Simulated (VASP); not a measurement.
Cu, 12 atoms in the cell. The cell holds a slab with vacuum, 12 atoms: a = 5.105 Å, b = 5.105 Å, c = 17.168 Å, α = 90.00°, β = 90.00°, γ = 60.00°. 

- Program: VASP 6.6.1
- Task: relaxation of the atoms
- Functional: PBE
- Dispersion: D3(BJ)
- Potentials or basis: VASP PAW PBE potentials, release 64 (Cu)
- Cutoff: 520 eV
- k mesh: 2 × 2 × 1
- Occupations: fermi-dirac, width 0.1 eV
- Spin: no spin polarisation
- Dipole correction: no
- Atoms held fixed (from 0): [0, 1, 2, 3]
- Further INCAR settings: ALGO = Normal; EDIFF = 1e-06; IBRION = 2; EDIFFG = -0.08; NSW = 45

Potentials or basis: VASP PAW PBE potentials, release 64 (Cu).

The run is started by

```sh
$ cat potpaw_PBE.64/Cu/POTCAR > POTCAR
$ mpirun -np 1 vasp_std > vasp.out
```

Hardware: 1 × NVIDIA H100 80GB with 1 thread of AMD EPYC 7R13 Processor (Zen 3), on a shared host.

Task: Estimate the wall time of this run.

Result: It took 4.7 min on 1 × NVIDIA H100 80GB with 1 thread of AMD EPYC 7R13 Processor (Zen 3), with other jobs on the host, peak memory 1.4 GiB. Counts: scf iterations 107, k points 2, ion steps 8.
